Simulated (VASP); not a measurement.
# Pt (P6_3/mmc) in VASP: single point with PBE

Aim: the single point of Pt with PBE.

All numbers are computed with VASP 6.6.1; they aren't measurements. Logs are shortened: lines on timing, memory, paths and dates and some standing lists are left out, and cuts for length are marked.

## (1) The cell of the first run

The structure is hexagonal, space group P6_3/mmc (No. 194). The conventional cell has a = 2.746 Å, b = 2.746 Å, c = 9.230 Å, α = 90.00°, β = 90.00°, γ = 120.00°. Within 3.6 Å of Pt (site symmetry -3m) lie 12 Pt at 2.75 to 2.80 Å. Within 3.6 Å of Pt (site symmetry -6m2) lie 12 Pt at 2.75 to 2.80 Å.

This isn't the form of Pt at room conditions, which is fcc.

## (2) Single point, PBE, collinear spin (15.07 Å³/atom)

Contents of INCAR:

```
  PREC = Accurate
  ENCUT = 520
  EDIFF = 1E-6
  ISMEAR = -1
  SIGMA = 0.05
  LREAL = False
  LASPH = True
  NELM = 150
  ALGO = Normal
  ISIF = 2
  LWAVE = False
  LCHARG = True
  ISPIN = 2
  MAGMOM = 1 1 1 1
  LORBIT = 11
  LMAXMIX = 4
  GGA = PE
  LELF = True
  LVHAR = True
  NBANDS = 32
```

Contents of KPOINTS:

```
regular mesh
0
Gamma
  17 17 5
```

Contents of POSCAR:

```
Pt
1.0
    2.7456350269      0.0000000000      0.0000000000
   -1.3728175135      2.3777896828      0.0000000000
    0.0000000000      0.0000000000      9.2304149868
Pt
4
Direct
    1.0000000000      0.0000000000      0.0000000000
    1.0000000000      0.0000000000      0.5000000000
    0.3333333333      0.6666666667      0.2500000000
    0.6666666667      0.3333333333      0.7500000000
```

Potentials or basis: VASP PAW PBE potentials, release 64 (Pt).

Started as:

```bash
> cat potpaw_PBE.64/Pt/POTCAR > POTCAR
> mpirun -np 1 vasp_std > vasp.out
```

OUTCAR:

```text
PREC = Accurate
   ENCUT = 520
   EDIFF = 1E-6
   ISMEAR = -1
   LREAL = False
   LASPH = True
   NELM = 150
   ISIF = 2
   ISPIN = 2
   LORBIT = 11
   GGA = PE

 ion  position               nearest neighbor table
   1  0.000  0.000  0.000-   3 2.80   4 2.80   4 2.80   3 2.80   4 2.80   3 2.80
   2  0.000  0.000  0.500-   3 2.80   4 2.80   4 2.80   3 2.80   4 2.80   3 2.80
   3  0.333  0.667  0.250-   1 2.80   2 2.80   1 2.80   2 2.80   1 2.80   2 2.80
   4  0.667  0.333  0.750-   1 2.80   2 2.80   1 2.80   2 2.80   1 2.80   2 2.80

  LATTYP: Found a hexagonal cell.
 ALAT       =     2.7456350269
 C/A-ratio  =     3.3618506817

  Lattice vectors:

 A1 = (   2.7456350269,   0.0000000000,   0.0000000000)
 A2 = (  -1.3728175135,   2.3777896828,   0.0000000000)
 A3 = (   0.0000000000,   0.0000000000,   9.2304149868)

Analysis of symmetry for initial positions (statically):
=====================================================================
 Subroutine PRICEL returns:
 Original cell was already a primitive cell.

 Routine SETGRP: Setting up the symmetry group for a
 hexagonal supercell.

 Subroutine GETGRP returns: Found 24 space group operations
 (whereof 12 operations were pure point group operations)
 out of a pool of 24 trial point group operations.

The static configuration has the point symmetry D_3d.
 The point group associated with its full space group is D_6h.

Analysis of symmetry for dynamics (positions and initial velocities):
=====================================================================
 Subroutine PRICEL returns:
 Original cell was already a primitive cell.

 Routine SETGRP: Setting up the symmetry group for a
 hexagonal supercell.

 Subroutine GETGRP returns: Found 24 space group operations
 (whereof 12 operations were pure point group operations)
 out of a pool of 24 trial point group operations.

The dynamic configuration has the point symmetry D_3d.
 The point group associated with its full space group is D_6h.

Analysis of structural, dynamic, and magnetic symmetry:
=====================================================================
 Subroutine PRICEL returns:
 Original cell was already a primitive cell.

 Routine SETGRP: Setting up the symmetry group for a
 hexagonal supercell.

 Subroutine GETGRP returns: Found 24 space group operations
 (whereof 12 operations were pure point group operations)
 out of a pool of 24 trial point group operations.

The overall configuration has the point symmetry D_3d.
 The point group associated with its full space group is D_6h.

 Subroutine INISYM returns: Found 24 space group operations
 (whereof 12 operations are pure point group operations),
 and found     1 'primitive' translations

----------------------------------------------------------------------------------------

                                     Primitive cell

  volume of cell :      60.2612

  direct lattice vectors                    reciprocal lattice vectors
     2.745635027  0.000000000  0.000000000     0.364214468  0.210279321  0.000000000
    -1.372817514  2.377789683  0.000000000     0.000000000  0.420558642  0.000000000
     0.000000000  0.000000000  9.230414987     0.000000000  0.000000000  0.108337491

  length of vectors
     2.745635027  2.745635027  9.230414987     0.420558642  0.420558642  0.108337491

  position of ions in fractional coordinates (direct lattice)
     0.000000000  0.000000000  0.000000000
     0.000000000  0.000000000  0.500000000
     0.333333333  0.666666667  0.250000000
     0.666666667  0.333333333  0.750000000

  ion indices of the primitive-cell ions
   primitive index   ion index
                 1           1
                 2           2
                 3           3
                 4           4

----------------------------------------------------------------------------------------

 KPOINTS: regular mesh

Automatic generation of k-mesh.
 Grid dimensions read from file:
 generate k-points for:   17   17    5

 Generating k-lattice:

  Cartesian coordinates                     Fractional coordinates (reciprocal lattice)
     0.021424380  0.012369372  0.000000000     0.058823529  0.000000000  0.000000000
     0.000000000  0.024738744  0.000000000     0.000000000  0.058823529  0.000000000
     0.000000000  0.000000000  0.021667498     0.000000000  0.000000000  0.200000000

  Length of vectors
     0.024738744  0.024738744  0.021667498

  Shift w.r.t. Gamma in fractional coordinates (k-lattice)
     0.000000000  0.000000000  0.000000000

 Subroutine IBZKPT returns following result:
 ===========================================

 Found     99 irreducible k-points:

 Following reciprocal coordinates:
            Coordinates               Weight
  0.000000  0.000000  0.000000      1.000000
  0.058824  0.000000  0.000000      6.000000
  0.117647  0.000000  0.000000      6.000000
  0.176471  0.000000  0.000000      6.000000
  0.235294  0.000000  0.000000      6.000000
  0.294118  0.000000  0.000000      6.000000
[... 16 lines left out ...]
  0.411765  0.117647  0.000000     12.000000
  0.176471  0.176471  0.000000      6.000000
 [... further k-points ...]
   k-points           NKPTS =     99   k-points in BZ     NKDIM =     99   number of bands    NBANDS=     32
   number of dos      NEDOS =    301   number of ions     NIONS =      4
   total plane-waves  NPLWV =  28000
   dimension x,y,z NGX =    20 NGY =   20 NGZ =   70
   dimension x,y,z NGXF=    40 NGYF=   40 NGZF=  140
   ions per type =               4
   NGX,Y,Z   is equivalent  to a cutoff of  12.11, 12.11, 12.61 a.u.
   NGXF,Y,Z  is equivalent  to a cutoff of  24.22, 24.22, 25.21 a.u.
 SYSTEM =  unknown system
   PREC   = accura    normal or accurate (medium, high low for compatibility)
   ISTART =      0    job   : 0-new  1-cont  2-samecut
   ICHARG =      2    charge: 1-file 2-atom 10-const
   ISPIN  =      2    spin polarized calculation?
   LNONCOLLINEAR =      F non collinear calculations
   LSORBIT =      F    spin-orbit coupling
   LASPH  =      T    aspherical Exc in radial PAW
   ENCUT  =  520.0 eV  38.22 Ry    6.18 a.u.   5.11  5.11 17.16*2*pi/ulx,y,z
   NELM   =    150;   NELMIN=  2; NELMDL= -5     # of ELM steps
   EDIFF  = 0.1E-05   stopping-criterion for ELM
   LREAL  =      F    real-space projection
   EDIFFG = 0.1E-04   stopping-criterion for IOM
   NSW    =      0    number of steps for IOM
   IBRION =     -1    ionic relax: 0-MD 1-quasi-New 2-CG
   NFREE  =      0    steps in history (QN), initial steepest desc. (CG)
   ISIF   =      2    stress and relaxation
   ISYM   =      2    0-nonsym 1-usesym 2-fastsym
   POTIM  = 0.5000    time-step for ionic-motion
   TEBEG  =    0.0;   TEEND  =   0.0 temperature during run
   PSTRESS=    0.0 pullay stress
   NELECT =      40.0000    total number of electrons
   NUPDOWN=      -1.0000    fix difference up-down
   EMIN   =  10.00;   EMAX   =-10.00  energy-range for DOS
   EFERMI =   0.00;   METHOD = LEGACY
   ISMEAR =    -1;   SIGMA  =   0.05  broadening in eV -4-tet -1-fermi 0-gaus
   EFERMI_NEDOS =   21; number of points for ismear=-14 and -15
   IALGO  =     38    algorithm
   IMIX   =      4    mixing-type and parameters
     AMIX     =   0.40;   BMIX     =  1.00
     AMIX_MAG =   1.60;   BMIX_MAG =  1.00
  volume/ion in A,a.u.               =      15.07       101.67
  Fermi-wavevector in a.u.,A,eV,Ry     =   1.428068  2.698658 27.747440  2.039379
  Thomas-Fermi vector in A             =   2.548170
   LORBIT       =     11    0 simple, 1 ext, 2 COOP (PROOUT), +10 PAW based schemes
   GGA     = PE    functional components
   LHFCALC =     F    Hartree Fock is set to
   AEXX    =    0.0000 exact exchange contribution
   IVDW    =     0    specifies the selected vdW correction
   LEPSILON=     F    determine dielectric tensor
   LRPA    =     F    only Hartree local field effects (RPA)
 spin polarized calculation
  energy-cutoff  :      520.00
  volume of cell :       60.26
 maximum number of plane-waves:      1645
   NGX = 11   NGY = 11   NGZ = 35

 number of electron      40.0000007 magnetization       0.0260151

 number of electron      40.0000007 magnetization      -0.0020076

 Free energy of the ion-electron system (eV)
  ---------------------------------------------------
  ext. energy  EPLUGINS =         0.00000000
  ---------------------------------------------------
  free energy    TOTEN  =       -24.23104723 eV

  energy without entropy =      -24.17174460  energy(sigma->0) =      -24.20139591

 E-fermi :  11.2890     XC(G=0): -13.4955

 val. band max:       11.2870914404   @ k =   0.3529   0.0588   0.0000
 cond. band min:      11.2897210099   @ k =   0.4118   0.1176   0.2000
 fundamental gap:      0.0026295695
 Fermi energy:        11.2890296469

 spin component 1

 k-point     1 :       0.0000    0.0000    0.0000
  band No.  band energies     occupation
      1       1.0559      1.00000
      2       2.9818      1.00000
      3       2.9892      1.00000
      4       3.8579      1.00000
      5       7.0542      1.00000
      6       7.1038      1.00000
[... 24 lines left out ...]
     31      27.9514      0.00000
     32      28.4395      0.00000

 k-point     2 :       0.0588    0.0000    0.0000
  band No.  band energies     occupation
      1       1.1836      1.00000
      2       3.1050      1.00000
      3       3.1123      1.00000
      4       3.9742      1.00000
      5       6.9245      1.00000
      6       7.0341      1.00000
[... 24 lines left out ...]
     31      28.1340      0.00000
     32      28.5747      0.00000
[... 733 lines left out ...]
     31      24.4398      0.00000
     32      25.0281      0.00000

 k-point    24 :       0.1765    0.1765    0.0000
  band No.  band energies     occupation
      1       3.9237      1.00000
      2       4.9214      1.00000
      3       4.9344      1.00000
      4       5.8070      1.00000
      5       6.0359      1.00000
      6       6.0844      1.00000
[... 24 lines left out ...]
     31      26.2570      0.00000
     32      26.3891      0.00000

 [... further k-points ...]

 spin component 2

 k-point     1 :       0.0000    0.0000    0.0000
  band No.  band energies     occupation
      1       1.0560      1.00000
      2       2.9818      1.00000
      3       2.9893      1.00000
      4       3.8578      1.00000
      5       7.0540      1.00000
      6       7.1035      1.00000
[... 24 lines left out ...]
     31      27.9515      0.00000
     32      28.4397      0.00000

 k-point     2 :       0.0588    0.0000    0.0000
  band No.  band energies     occupation
      1       1.1837      1.00000
      2       3.1050      1.00000
      3       3.1123      1.00000
      4       3.9740      1.00000
      5       6.9243      1.00000
      6       7.0339      1.00000
[... 24 lines left out ...]
     31      28.1341      0.00000
     32      28.5749      0.00000
[... 733 lines left out ...]
     31      24.4398      0.00000
     32      25.0280      0.00000

 k-point    24 :       0.1765    0.1765    0.0000
  band No.  band energies     occupation
      1       3.9237      1.00000
      2       4.9214      1.00000
      3       4.9344      1.00000
      4       5.8068      1.00000
      5       6.0356      1.00000
      6       6.0842      1.00000
[... 24 lines left out ...]
     31      26.2570      0.00000
     32      26.3891      0.00000

 [... further k-points ...]

------------------------ aborting loop because EDIFF is reached ----------------------------------------

  FORCE on cell =-STRESS in cart. coord.  units (eV):
  Direction    XX          YY          ZZ          XY          YZ          ZX
  --------------------------------------------------------------------------------------
  -------------------------------------------------------------------------------------
  Total        4.1308651      4.1308651      3.7304354     -0.0000000      0.0000000     -0.0000000
  in kB      109.8282642    109.8282642     99.1819491     -0.0000000      0.0000000     -0.0000000
  external PRESSURE =     106.2794925 kB  Pullay stress =       0.0000000 kB

 VOLUME and BASIS-vectors are now :
 -----------------------------------------------------------------------------
  energy-cutoff  :      520.00
  volume of cell :       60.26
      direct lattice vectors                 reciprocal lattice vectors
     2.745635027  0.000000000  0.000000000     0.364214468  0.210279321  0.000000000
    -1.372817514  2.377789683  0.000000000     0.000000000  0.420558642  0.000000000
     0.000000000  0.000000000  9.230414987     0.000000000  0.000000000  0.108337491

 POSITION                                       TOTAL-FORCE (eV/Angst)
 -----------------------------------------------------------------------------------
      0.00000      0.00000      0.00000        -0.000000     -0.000000     -0.000000
      0.00000      0.00000      4.61521        -0.000000     -0.000000     -0.000000
     -0.00000      1.58519      2.30760        -0.000000      0.000000     -0.000000
      1.37282      0.79260      6.92281         0.000000     -0.000000      0.000000
 -----------------------------------------------------------------------------------
    total drift:                                0.000000     -0.000000      0.000000

  FREE ENERGIE OF THE ION-ELECTRON SYSTEM (eV)
  ---------------------------------------------------
  free  energy   TOTEN  =       -24.2310472255 eV

  energy  without entropy=      -24.1717445960  energy(sigma->0) =      -24.20139591

 total charge

# of ion       s       p       d       tot
------------------------------------------
    1        0.638   0.613   8.054   9.305
    2        0.638   0.613   8.054   9.305
    3        0.640   0.617   8.047   9.304
    4        0.640   0.617   8.047   9.304
--------------------------------------------------
tot          2.556   2.460  32.202  37.219

 magnetization (x)

# of ion       s       p       d       tot
------------------------------------------
    1        0.000   0.000  -0.000  -0.000
    2        0.000   0.000  -0.000  -0.000
    3        0.000   0.000  -0.000  -0.000
    4        0.000   0.000  -0.000  -0.000
--------------------------------------------------
tot          0.000   0.000  -0.002  -0.002
```

It took 11 min on 1 thread of Intel Xeon 8259CL, shared host; peak memory 0.37 GiB.

Results:

* Free energy: -24.2310 eV
* Pressure: 10.6 GPa
* Band gap on the k mesh: zero (filled and empty bands overlap)
* Net moment: 0.00 μB per cell
* Valence electrons inside the program's atomic spheres: Pt 9.30

Levels at points of the mesh, in eV from the Fermi level:
Spin up:
```tsv
k point	band 16	band 17	band 18	band 19	band 20	band 21	band 22	band 23	band 24	band 25
(0.00, 0.00, 0.00)	-1.95	-1.95	-1.34	-1.34	-0.91	-0.91	-0.72	-0.13	-0.13	5.41
```
Spin down:
```
           k point  band 17  band 18  band 19  band 20  band 21  band 22  band 23  band 24
(0.00, 0.00, 0.00)    -1.95    -1.34    -1.34    -0.91    -0.91    -0.72    -0.13    -0.13
```

Caveat: the cell stands under pressure; spin-orbit coupling is left out, which moves the levels of the heavy elements.
